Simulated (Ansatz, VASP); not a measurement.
# Ag2BrCl in VASP and in Ansatz

File POSCAR:

```
Ag2BrCl
1.0
    2.0076808311      1.1591350683      6.6972323496
   -2.0076808311      1.1591350683      6.6972323496
    0.0000000000     -2.3182701366      6.6972323496
Cl Br Ag
1 1 2
Direct
    1.0000000000      0.0000000000      0.0000000000
    0.5000000000      0.5000000000      0.5000000000
    0.2533778008      0.2533778008      0.2533778008
    0.7466221992      0.7466221992      0.7466221992
```

Contents of INCAR.step1:

```
SYSTEM = Ag2BrCl
ALGO = Normal
EDIFF = 1E-4
ENCUT = 520
GGA = PE
ISMEAR = 0
LASPH = .True.
LCHARG = .False.
LREAL = .False.
LWAVE = .True.
NBANDS = 26
NELM = 100
PREC = Accurate
SIGMA = 0.01
```

File INCAR.step2:

```
SYSTEM = Ag2BrCl
ALGO = Normal
EDIFF = 1E-6
ENCUT = 520
ISIF = 2
ISMEAR = 0
ISTART = 1
LASPH = .True.
LCHARG = .False.
LMIXTAU = .True.
LREAL = .False.
LWAVE = .False.
METAGGA = R2SCAN
NBANDS = 26
NELM = 100
PREC = Accurate
SIGMA = 0.01
```

KPOINTS

```
k-points
0
Gamma
  8 8 8
  0 0 0
```

Input for Ansatz:

```yaml
crystal:
  lattice:
    - [2.0076808311, 1.1591350683, 6.6972323496]
    - [-2.0076808311, 1.1591350683, 6.6972323496]
    - [0.0, -2.3182701366, 6.6972323496]
  atoms:
    - { symbol: Cl, position: [1.0, 0.0, 0.0] }
    - { symbol: Br, position: [0.5, 0.5, 0.5] }
    - { symbol: Ag, position: [0.2533778008, 0.2533778008, 0.2533778008] }
    - { symbol: Ag, position: [0.7466221992, 0.7466221992, 0.7466221992] }
kpoints:
  mp_grid: { grid: [8, 8, 8] }
  band_path:
    path:
      - [0.0, 0.0, 0.0]
      - [0.5, 0.5, 0.5]
      - [0.8122453869, 0.1877546131, 0.5]
      - [0.5, -0.1877546131, 0.1877546131]
      - [0.5, 0.0, 0.0]
      - [0.3438773065, -0.3438773065, 0.0]
      - [0.6561226935, 0.0, 0.3438773065]
      - [0.5, 0.0, 0.5]
    npoints: 1
hamiltonian:
  xc: r2scan
scf:
  occupations: { method: fixed }
  n_extra_bands: 5
output:
  forces: true
  stress: true
  eigenvalues: true
```

Change from the starting cell: uniaxial_z strain +2.8%.

Alike in both runs: task single point; functional r2SCAN; k mesh 8 × 8 × 8; no spin polarisation.

|  | VASP | Ansatz |
| --- | --- | --- |
| version | VASP 6.6.1 | Ansatz 0.2.0 |
| potentials or method | VASP PAW PBE potentials, release 64 (Cl, Br, Ag) | plane waves, PAW |
| plane-wave cutoff (eV) | 520 | 500 |
| occupations | gaussian, width 0.01 eV | fixed |
| valence electrons in the cell | 36 | 52 |

VASP gave:

```
gap on the k mesh at the Fermi level (eV)                     : 1.29
pressure (GPa)                                                : -1.3
traceless stress, the component that is largest in VASP (GPa) : -0.27
```

Which values does Ansatz return?

gap on the k mesh at the Fermi level (eV): 1.34; pressure (GPa): -1.2; traceless stress, the component that is largest in VASP (GPa): -0.28.

VASP's potentials were made for PBE, not for r2SCAN. VASP's potentials hold 36 valence electrons a cell and Ansatz's 52, so a difference there can come from the potentials and not from the codes.
